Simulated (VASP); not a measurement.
# HfN (P6_3/mmc) in VASP: notebook

HfN is run at these levels: PBEsol; tasks: single point.

All numbers are computed with VASP 6.6.1; they aren't measurements. Logs are shortened: lines on timing, memory, paths and dates and some standing lists are left out, and cuts for length are marked.

### 1 The cell of the first run

It takes space group P6_3/mmc (No. 194, hexagonal). Conventional cell: a = 3.077 Å, b = 3.077 Å, c = 5.556 Å, α = 90.00°, β = 90.00°, γ = 120.00°. Within 3.1 Å of Hf (site symmetry -3m) lie 6 N at 2.25 Å and 8 Hf at 2.78 to 3.08 Å. N (site symmetry -6m2) has 6 Hf at 2.25 Å and 6 N at 3.08 Å within 3.1 Å.

### 2 Single point, PBEsol (11.39 Å³/atom)

Input file INCAR:

```
  PREC = Accurate
  ENCUT = 520
  EDIFF = 1E-6
  ISMEAR = 0
  SIGMA = 0.05
  LREAL = False
  LASPH = True
  NELM = 100
  ALGO = Normal
  ISIF = 2
  LWAVE = False
  LCHARG = True
  GGA = PS
  LELF = True
  LVHAR = True
  NBANDS = 23
```

Input file KPOINTS:

```
Automatic mesh
0
Gamma
  10 10 8
```

Input file POSCAR:

```
HfN
1.0
    3.0769144978      0.0000000000      0.0000000000
   -1.5384572489      2.6646861204      0.0000000000
    0.0000000000      0.0000000000      5.5556406703
Hf N
2 2
Direct
    0.0000000000      0.0000000000      0.0000000000
    0.0000000000      0.0000000000      0.5000000000
    0.3333333333      0.6666666667      0.2500000000
    0.6666666667      0.3333333333      0.7500000000
```

Potentials or basis: VASP PAW PBE potentials, release 64 (Hf_pv, N).

The run is started by

```sh
$ cat potpaw_PBE.64/Hf_pv/POTCAR potpaw_PBE.64/N/POTCAR > POTCAR
$ mpirun -np 1 vasp_std > vasp.out
```

OUTCAR:

```text
PREC = Accurate
   ENCUT = 520
   EDIFF = 1E-6
   ISMEAR = 0
   LREAL = False
   LASPH = True
   NELM = 100
   ISIF = 2
   GGA = PS

 ion  position               nearest neighbor table
   1  0.000  0.000  0.000-   3 2.25   4 2.25   4 2.25   3 2.25   4 2.25   3 2.25   2 2.78   2 2.78

   2  0.000  0.000  0.500-   3 2.25   4 2.25   4 2.25   3 2.25   4 2.25   3 2.25   1 2.78   1 2.78

   3  0.333  0.667  0.250-   1 2.25   2 2.25   1 2.25   2 2.25   1 2.25   2 2.25
   4  0.667  0.333  0.750-   1 2.25   2 2.25   1 2.25   2 2.25   1 2.25   2 2.25

  LATTYP: Found a hexagonal cell.
 ALAT       =     3.0769144978
 C/A-ratio  =     1.8055882522

  Lattice vectors:

 A1 = (   3.0769144978,   0.0000000000,   0.0000000000)
 A2 = (  -1.5384572489,   2.6646861204,   0.0000000000)
 A3 = (   0.0000000000,   0.0000000000,   5.5556406703)

Analysis of symmetry for initial positions (statically):
=====================================================================
 Subroutine PRICEL returns:
 Original cell was already a primitive cell.

 Routine SETGRP: Setting up the symmetry group for a
 hexagonal supercell.

 Subroutine GETGRP returns: Found 24 space group operations
 (whereof 12 operations were pure point group operations)
 out of a pool of 24 trial point group operations.

The static configuration has the point symmetry D_3d.
 The point group associated with its full space group is D_6h.

Analysis of symmetry for dynamics (positions and initial velocities):
=====================================================================
 Subroutine PRICEL returns:
 Original cell was already a primitive cell.

 Routine SETGRP: Setting up the symmetry group for a
 hexagonal supercell.

 Subroutine GETGRP returns: Found 24 space group operations
 (whereof 12 operations were pure point group operations)
 out of a pool of 24 trial point group operations.

The dynamic configuration has the point symmetry D_3d.
 The point group associated with its full space group is D_6h.

 Subroutine INISYM returns: Found 24 space group operations
 (whereof 12 operations are pure point group operations),
 and found     1 'primitive' translations

----------------------------------------------------------------------------------------

                                     Primitive cell

  volume of cell :      45.5508

  direct lattice vectors                    reciprocal lattice vectors
     3.076914498  0.000000000  0.000000000     0.325000906  0.187639361  0.000000000
[... 90 lines left out ...]
   EDIFF  = 0.1E-05   stopping-criterion for ELM
   LREAL  =      F    real-space projection
   EDIFFG = 0.1E-04   stopping-criterion for IOM
   NSW    =      0    number of steps for IOM
   IBRION =     -1    ionic relax: 0-MD 1-quasi-New 2-CG
   NFREE  =      0    steps in history (QN), initial steepest desc. (CG)
   ISIF   =      2    stress and relaxation
   ISYM   =      2    0-nonsym 1-usesym 2-fastsym
   POTIM  = 0.5000    time-step for ionic-motion
   TEBEG  =    0.0;   TEEND  =   0.0 temperature during run
   PSTRESS=    0.0 pullay stress
   NELECT =      30.0000    total number of electrons
   NUPDOWN=      -1.0000    fix difference up-down
   EMIN   =  10.00;   EMAX   =-10.00  energy-range for DOS
   EFERMI =   0.00;   METHOD = LEGACY
   ISMEAR =     0;   SIGMA  =   0.05  broadening in eV -4-tet -1-fermi 0-gaus
   EFERMI_NEDOS =   21; number of points for ismear=-14 and -15
   IALGO  =     38    algorithm
   IMIX   =      4    mixing-type and parameters
     AMIX     =   0.40;   BMIX     =  1.00
     AMIX_MAG =   1.60;   BMIX_MAG =  1.00
  volume/ion in A,a.u.               =      11.39        76.85
  Fermi-wavevector in a.u.,A,eV,Ry     =   1.424350  2.691631 27.603129  2.028773
  Thomas-Fermi vector in A             =   2.544850
   LORBIT       =      0    0 simple, 1 ext, 2 COOP (PROOUT), +10 PAW based schemes
   GGA     = PS    functional components
   LHFCALC =     F    Hartree Fock is set to
   AEXX    =    0.0000 exact exchange contribution
   IVDW    =     0    specifies the selected vdW correction
   LEPSILON=     F    determine dielectric tensor
   LRPA    =     F    only Hartree local field effects (RPA)
 non-spin polarized calculation
 Gauss-broadening in eV      SIGMA  =   0.05
  energy-cutoff  :      520.00
  volume of cell :       45.55
 maximum number of plane-waves:      1242
 NGX is ok and might be reduce to    24
   NGX = 11   NGY = 11   NGZ = 21

 number of electron      29.9999992 magnetization

 Free energy of the ion-electron system (eV)
  ---------------------------------------------------
  ext. energy  EPLUGINS =         0.00000000
  ---------------------------------------------------
  free energy    TOTEN  =       -44.43785786 eV

  energy without entropy =      -44.43493237  energy(sigma->0) =      -44.43639512

 E-fermi :   7.8791     XC(G=0): -12.9090

 val. band max:        7.8748007559   @ k =   0.4000   0.2000   0.3750
 cond. band min:       7.9036799575   @ k =   0.4000   0.1000   0.3750
 fundamental gap:      0.0288792016
 Fermi energy:         7.8791178744

 k-point     1 :       0.0000    0.0000    0.0000
  band No.  band energies     occupation
      1     -23.9840      2.00000
      2     -22.7895      2.00000
      3     -22.7895      2.00000
      4     -22.6244      2.00000
      5     -22.6244      2.00000
      6     -22.3582      2.00000
[... 613 lines left out ...]
     22      14.8743      0.00000
     23      15.1862      0.00000

 [... further k-points ...]

------------------------ aborting loop because EDIFF is reached ----------------------------------------

  FORCE on cell =-STRESS in cart. coord.  units (eV):
  Direction    XX          YY          ZZ          XY          YZ          ZX
  --------------------------------------------------------------------------------------
  -------------------------------------------------------------------------------------
  Total        2.7850716      2.7850716      2.4663211      0.0000000      0.0000000     -0.0000000
  in kB       97.9605707     97.9605707     86.7490176      0.0000000      0.0000000     -0.0000000
  external PRESSURE =      94.2233863 kB  Pullay stress =       0.0000000 kB

 VOLUME and BASIS-vectors are now :
 -----------------------------------------------------------------------------
  energy-cutoff  :      520.00
  volume of cell :       45.55
      direct lattice vectors                 reciprocal lattice vectors
     3.076914498  0.000000000  0.000000000     0.325000906  0.187639361  0.000000000
    -1.538457249  2.664686120  0.000000000     0.000000000  0.375278721  0.000000000
     0.000000000  0.000000000  5.555640670     0.000000000  0.000000000  0.179997242

 POSITION                                       TOTAL-FORCE (eV/Angst)
 -----------------------------------------------------------------------------------
      0.00000      0.00000      0.00000        -0.000000      0.000000     -0.000000
      0.00000      0.00000      2.77782        -0.000000      0.000000     -0.000000
     -0.00000      1.77646      1.38891         0.000000     -0.000000     -0.000000
      1.53846      0.88823      4.16673        -0.000000      0.000000      0.000000
 -----------------------------------------------------------------------------------
    total drift:                               -0.000000      0.000000      0.000000

  FREE ENERGIE OF THE ION-ELECTRON SYSTEM (eV)
  ---------------------------------------------------
  free  energy   TOTEN  =       -44.4378578638 eV

  energy  without entropy=      -44.4349323673  energy(sigma->0) =      -44.43639512
```

Wall time 50 s (1 thread of Intel Xeon 8259CL, shared host); peak memory 0.21 GiB.

What came out:

```
Free energy            : -44.4379 eV
Pressure               : 9.4 GPa
Band gap on the k mesh : zero (bands 15 and 16 overlap by 1.62 eV)
```

Caveat: the cell stands under pressure; the PAW data sets were made with another functional, which shifts forces and pressure a little; spin-orbit coupling is left out, which moves the levels of the heavy elements.

### 3 Single point, PBEsol (11.62 Å³/atom)

This run uses another cell than the first one, of 11.62 Å³/atom.

Input file INCAR:

```
SYSTEM = HfN
ALGO = Normal
EDIFF = 1E-7
ENCUT = 520
GGA = PS
ISIF = 2
ISMEAR = 0
LASPH = .True.
LCHARG = .False.
LREAL = .False.
LWAVE = .False.
NBANDS = 23
NELM = 60
PREC = Accurate
SIGMA = 0.05
```

Input file KPOINTS:

```
k-points
0
Gamma
  10 10 8
  0 0 0
```

Input file POSCAR:

```
HfN
1.0
    3.1007015626      0.0000000000      0.0000000000
   -1.5503507813      2.6852863227      0.0000000000
    0.0000000000      0.0000000000      5.5847008051
Hf N
2 2
Direct
    0.0000000000      0.0000000000      0.0000000000
    0.0000000000      0.0000000000      0.5000000000
    0.3333333333      0.6666666667      0.2500000000
    0.6666666667      0.3333333333      0.7500000000
```

Potentials or basis: VASP PAW PBE potentials, release 64 (Hf_pv, N).

The run is started by

```sh
$ cat potpaw_PBE.64/Hf_pv/POTCAR potpaw_PBE.64/N/POTCAR > POTCAR
$ mpirun -np 1 vasp_std > vasp.out
```

OUTCAR:

```text
SYSTEM = HfN
   EDIFF = 1E-7
   ENCUT = 520
   GGA = PS
   ISIF = 2
   ISMEAR = 0
   LASPH = .True.
   LREAL = .False.
   NELM = 60
   PREC = Accurate

 ion  position               nearest neighbor table
   1  0.000  0.000  0.000-   3 2.27   4 2.27   3 2.27   4 2.27   4 2.27   3 2.27   2 2.79   2 2.79

   2  0.000  0.000  0.500-   3 2.27   4 2.27   3 2.27   4 2.27   4 2.27   3 2.27   1 2.79   1 2.79

   3  0.333  0.667  0.250-   1 2.27   2 2.27   1 2.27   2 2.27   1 2.27   2 2.27
[... 829 lines left out ...]
  Direction    XX          YY          ZZ          XY          YZ          ZX
  --------------------------------------------------------------------------------------
  -------------------------------------------------------------------------------------
  Total        1.0938031      1.0938031      0.8017474      0.0000000      0.0000000      0.0000000
  in kB       37.6876661     37.6876661     27.6247072      0.0000000      0.0000000      0.0000000
  external PRESSURE =      34.3333465 kB  Pullay stress =       0.0000000 kB

 VOLUME and BASIS-vectors are now :
 -----------------------------------------------------------------------------
  energy-cutoff  :      520.00
  volume of cell :       46.50
      direct lattice vectors                 reciprocal lattice vectors
     3.100701563  0.000000000  0.000000000     0.322507658  0.186199883  0.000000000
    -1.550350781  2.685286323  0.000000000     0.000000000  0.372399767  0.000000000
     0.000000000  0.000000000  5.584700805     0.000000000  0.000000000  0.179060622

 POSITION                                       TOTAL-FORCE (eV/Angst)
 -----------------------------------------------------------------------------------
      0.00000      0.00000      0.00000         0.000000      0.000000     -0.000000
      0.00000      0.00000      2.79235         0.000000      0.000000     -0.000000
     -0.00000      1.79019      1.39618         0.000000     -0.000000     -0.000000
      1.55035      0.89510      4.18853        -0.000000      0.000000      0.000000
 -----------------------------------------------------------------------------------
    total drift:                               -0.000000      0.000000      0.000000

  FREE ENERGIE OF THE ION-ELECTRON SYSTEM (eV)
  ---------------------------------------------------
  free  energy   TOTEN  =       -44.4767491896 eV

  energy  without entropy=      -44.4738982608  energy(sigma->0) =      -44.47532373
```

OSZICAR:

```text
N       E                     dE             d eps       ncg     rms          rms(c)
DAV:   1     0.119384407834E+03    0.11938E+03   -0.16329E+04  3220   0.129E+03
DAV:   2    -0.428938592489E+02   -0.16228E+03   -0.15402E+03  4141   0.318E+02
DAV:   3    -0.496920925725E+02   -0.67982E+01   -0.67317E+01  4196   0.530E+01
DAV:   4    -0.497565808223E+02   -0.64488E-01   -0.64446E-01  3650   0.560E+00
DAV:   5    -0.497574480491E+02   -0.86723E-03   -0.86712E-03  4332   0.545E-01    0.729E+01
DAV:   6    -0.446780978354E+02    0.50794E+01   -0.24031E+01  3859   0.246E+01    0.599E+01
DAV:   7    -0.445269401628E+02    0.15116E+00   -0.17611E+00  3718   0.779E+00    0.262E+01
DAV:   8    -0.444842996756E+02    0.42640E-01   -0.15454E-01  4084   0.253E+00    0.466E+00
DAV:   9    -0.444777317225E+02    0.65680E-02   -0.39973E-02  3808   0.113E+00    0.341E+00
DAV:  10    -0.444769511079E+02    0.78061E-03   -0.75038E-03  3878   0.532E-01    0.963E-01
DAV:  11    -0.444767492425E+02    0.20187E-03   -0.99528E-04  3871   0.200E-01    0.860E-02
DAV:  12    -0.444767488403E+02    0.40222E-06   -0.42044E-05  3998   0.443E-02    0.879E-02
DAV:  13    -0.444767492584E+02   -0.41804E-06   -0.18045E-06  3913   0.810E-03    0.224E-03
DAV:  14    -0.444767491896E+02    0.68742E-07   -0.52131E-08  2557   0.162E-03
   1 F= -.44476749E+02 E0= -.44475324E+02  d E =-.285093E-02
```

stdout:

```text
POSCAR found type information on POSCAR HfN
 POSCAR found :  2 types and       4 ions
 scaLAPACK will be used
 -----------------------------------------------------------------------------
|                                                                             |
|                                                                             |
|     You enforced a specific xc type in the INCAR file but a different       |
|     I HOPE YOU KNOW WHAT YOU ARE DOING!                                     |
|                                                                             |
 -----------------------------------------------------------------------------

 LDA part: xc-table for (Slater+PW92), standard interpolation
 POSCAR, INCAR and KPOINTS ok, starting setup
 FFT: planning ... GRIDC
 FFT: planning ... GRID_SOFT
 FFT: planning ... GRID
 WAVECAR not read
 entering main loop
```

Run time: 51 s. Hardware: 1 thread of Intel Xeon 8259CL, shared host; peak memory 0.21 GiB.

What came out:

```yaml
Free_energy: -44.4767 eV
Pressure: 3.4 GPa
Band_gap_on_the_k_mesh: zero (bands 15 and 16 overlap by 1.60 eV)
```

Caveat: the cell stands under pressure; the PAW data sets were made with another functional, which shifts forces and pressure a little; spin-orbit coupling is left out, which moves the levels of the heavy elements.

### 4 Single point, PBEsol

This run uses another cell than the first one, of 11.86 Å³/atom.

Input file INCAR:

```
PREC = Accurate ; ENCUT = 520
EDIFF = 1E-6 ; ISMEAR = 0
SIGMA = 0.05 ; LREAL = F
LASPH = T ; NELM = 100
ALGO = Normal ; ISIF = 2
LWAVE = F ; LCHARG = T
GGA = PS ; LELF = T
LVHAR = T ; NBANDS = 23
```

Input file KPOINTS:

```
regular mesh
0
Gamma
  10 10 8
```

Input file POSCAR:

```
HfN
1.0
    3.1241248300      0.0000000000      0.0000000000
   -1.5620624150      2.7055714674      0.0000000000
    0.0000000000      0.0000000000      5.6135424941
Hf N
2 2
Direct
    0.0000000000      0.0000000000      0.0000000000
    0.0000000000      0.0000000000      0.5000000000
    0.3333333333      0.6666666667      0.2500000000
    0.6666666667      0.3333333333      0.7500000000
```

The run is started by

```sh
$ cat potpaw_PBE.64/Hf_pv/POTCAR potpaw_PBE.64/N/POTCAR > POTCAR
$ mpirun -np 1 vasp_std > vasp.out
```

Run time: 55 s. Hardware: 1 thread of Intel Xeon 8259CL, shared host; peak memory 0.21 GiB.

Results (log left out):

```
Free energy            : -44.4819 eV
Pressure               : -2.0 GPa
Band gap on the k mesh : zero (bands 15 and 16 overlap by 1.57 eV)
```

Stress tensor (GPa, compression positive):
```
-1.65  0.00  0.00
 0.00 -1.65  0.00
 0.00  0.00 -2.57
```

Levels at points of the mesh, in eV from the Fermi level:
| k point | band 11 | band 12 | band 13 | band 14 | band 15 | band 16 | band 17 | band 18 | band 19 | band 20 |
| --- | --- | --- | --- | --- | --- | --- | --- | --- | --- | --- |
| (0.00, 0.00, 0.00) | -5.06 | -2.87 | -2.86 | -2.26 | -2.26 | 0.89 | 0.89 | 0.90 | 0.90 | 2.26 |
| (0.50, 0.00, 0.00) | -5.35 | -4.63 | -3.85 | -2.91 | -2.71 | 0.15 | 3.95 | 4.67 | 4.82 | 5.45 |
| (0.00, 0.00, 0.50) | -4.03 | -4.03 | -4.03 | -4.03 | 0.85 | 0.85 | 1.84 | 1.84 | 1.84 | 1.84 |
| (0.50, 0.00, 0.50) | -4.90 | -4.90 | -4.28 | -4.28 | -0.65 | -0.65 | 4.44 | 4.44 | 5.26 | 5.26 |

Caveat: the PAW data sets were made with another functional, which shifts forces and pressure a little; spin-orbit coupling is left out, which moves the levels of the heavy elements.

### 5 Single point, PBEsol

This run uses another cell than the first one, of 11.86 Å³/atom.

Input file INCAR:

```
SYSTEM = HfN
PREC     = Accurate       ! precision mode
ENCUT    = 520            ! plane-wave cutoff, eV
EDIFF    = 1E-6           ! SCF threshold, eV
ISMEAR   = 0              ! smearing method
SIGMA    = 0.05           ! smearing width, eV
LREAL    = .False.        ! projectors in reciprocal space
LASPH    = .True.         ! aspherical terms in the spheres
NELM     = 100            ! most SCF steps
ALGO     = Normal         ! electronic algorithm
ISIF     = 2              ! what is computed and relaxed
LWAVE    = .False.        ! write WAVECAR
LCHARG   = .False.        ! write CHGCAR
GGA      = PS             ! functional
NBANDS   = 23             ! bands
```

Input file KPOINTS:

```
Automatic mesh
0
Gamma
  10 10 8
  0 0 0
```

POSCAR is that of step 4.

The run is started by

```sh
$ cat potpaw_PBE.64/Hf_pv/POTCAR potpaw_PBE.64/N/POTCAR > POTCAR
$ mpirun -np 1 vasp_std > vasp.out
```

It took 51 s on 1 thread of Intel Xeon 8259CL, shared host; peak memory 0.21 GiB.

It converged, with:

* Free energy: -44.4819 eV
* Pressure: -2.0 GPa
* Band gap on the k mesh: zero (bands 15 and 16 overlap by 1.57 eV)

Stress tensor (GPa, compression positive):
```
-1.65  0.00  0.00
 0.00 -1.65  0.00
 0.00  0.00 -2.57
```

Levels at points of the mesh, in eV from the Fermi level:
```tsv
k point	band 13	band 14	band 15	band 16	band 17	band 18
(0.00, 0.00, 0.00)	-2.86	-2.26	-2.26	0.89	0.89	0.90
(0.50, 0.00, 0.00)	-3.85	-2.91	-2.71	0.15	3.95	4.67
(0.00, 0.00, 0.50)	-4.03	-4.03	0.85	0.85	1.84	1.84
(0.50, 0.00, 0.50)	-4.28	-4.28	-0.65	-0.65	4.44	4.44
```

Caveat: the PAW data sets were made with another functional, which shifts forces and pressure a little; spin-orbit coupling is left out, which moves the levels of the heavy elements.

### 6 The runs side by side

```csv
cell,gap on the mesh (eV),pressure (GPa)
"a = 3.077, b = 3.077, c = 5.556 Å, angles 90.0, 90.0, 120.0°, 4 atoms",none,9.4
"a = 3.101, b = 3.101, c = 5.585 Å, angles 90.0, 90.0, 120.0°, 4 atoms",none,3.4
"a = 3.124, b = 3.124, c = 5.614 Å, angles 90.0, 90.0, 120.0°, 4 atoms",none,-2.0
```

Alike in all rows: task single point; level PBEsol; potentials or basis VASP PAW PBE potentials, release 64 (Hf_pv, N); no spin polarisation; k mesh 10 × 10 × 8; cutoff (eV) 520; smearing gaussian 0.05 eV.

Caveats: the PAW data sets were made with another functional, which shifts forces and pressure a little; spin-orbit coupling is left out, which moves the levels of the heavy elements; the cell stands under pressure (at least some runs).

Total energies depend on the potentials used, so only differences within one code and one set of settings carry meaning.

The gap in the log of VASP goes by the Fermi energy; the results here count the filled bands.